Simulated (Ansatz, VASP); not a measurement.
One calculation of IrO, two programs

File POSCAR:

```
IrO
1.0
    2.9201847343      0.0000000000      0.0000000000
   -1.4600923672      2.5289541637      0.0000000000
    0.0000000000      0.0000000000      4.5262863382
Ir O
2 2
Direct
    0.0000000000      0.0000000000      0.0000000000
    0.0000000000      0.0000000000      0.5000000000
    0.3333333333      0.6666666667      0.2500000000
    0.6666666667      0.3333333333      0.7500000000
```

Contents of INCAR.step1:

```
PREC = Accurate
ENCUT = 600
ISMEAR = 0
SIGMA = 0.1
LREAL = False
LASPH = True
NELM = 80
GGA = PE
ALGO = Normal
EDIFF = 1E-4
LWAVE = True
LCHARG = False
```

File INCAR.step2:

```
PREC = Accurate
ENCUT = 600
EDIFF = 1E-6
ISMEAR = 0
SIGMA = 0.1
LREAL = False
LASPH = True
NELM = 80
ALGO = Normal
ISIF = 3
LWAVE = False
LCHARG = False
METAGGA = R2SCAN
LMIXTAU = True
IBRION = 2
NSW = 100
EDIFFG = -0.05
ISTART = 1
```

File KPOINTS:

```
regular mesh
0
Gamma
  6 6 4
```

Input for Ansatz:

```yaml
crystal:
  lattice:
    - [2.9201847343, 0.0, 0.0]
    - [-1.4600923672, 2.5289541637, 0.0]
    - [0.0, 0.0, 4.5262863382]
  atoms:
    - { symbol: Ir, position: [0.0, 0.0, 0.0] }
    - { symbol: Ir, position: [0.0, 0.0, 0.5] }
    - { symbol: O, position: [0.3333333333, 0.6666666667, 0.25] }
    - { symbol: O, position: [0.6666666667, 0.3333333333, 0.75] }
basis:
  ecutwfc: 500
kpoints:
  mp_grid: { grid: [6, 6, 4] }
hamiltonian:
  xc: r2scan
scf:
  occupations: { method: gaussian, width: 0.1 }
output:
  forces: true
  stress: true
  eigenvalues: true
relax:
  adjacent_minimum: "off"
  f_tol: 0.05
  max_steps: 80
  cell: { stress_tol: 0.5 }
```

Alike in both runs: task relaxation of cell and atoms; functional r2SCAN; k mesh 6 × 6 × 4; occupations gaussian, width 0.1 eV; no spin polarisation.

|  | VASP | Ansatz |
| --- | --- | --- |
| version | VASP 6.6.1 | Ansatz 0.2.0 |
| potentials or method | VASP PAW PBE potentials, release 64 (Ir, O), cutoff 600 eV | scalar-relativistic, plane waves, PAW |
| valence electrons in the cell | 30 | 46 |

```tsv
	VASP	Ansatz	Ansatz less VASP
gap on the k mesh at the Fermi level, each at its own relaxed structure (eV)	none	none	-
relaxed volume (Å³/atom)	11.75	11.68	-0.077
relaxed cell length with the largest relative difference (Å)	3.186	3.177	-0.0088
```

VASP's potentials were made for PBE, not for r2SCAN. A gap of «none» marks a metal or a gap that the smearing closes. VASP's potentials hold 30 valence electrons a cell and Ansatz's 46, so a difference there can come from the potentials and not from the codes.

The k mesh is coarse, so the values compare programs but aren't converged. Neither program's run includes spin-orbit coupling. Noted on VASP's run: the volume moved by over 15 % at a fixed basis, so the end points are rough.
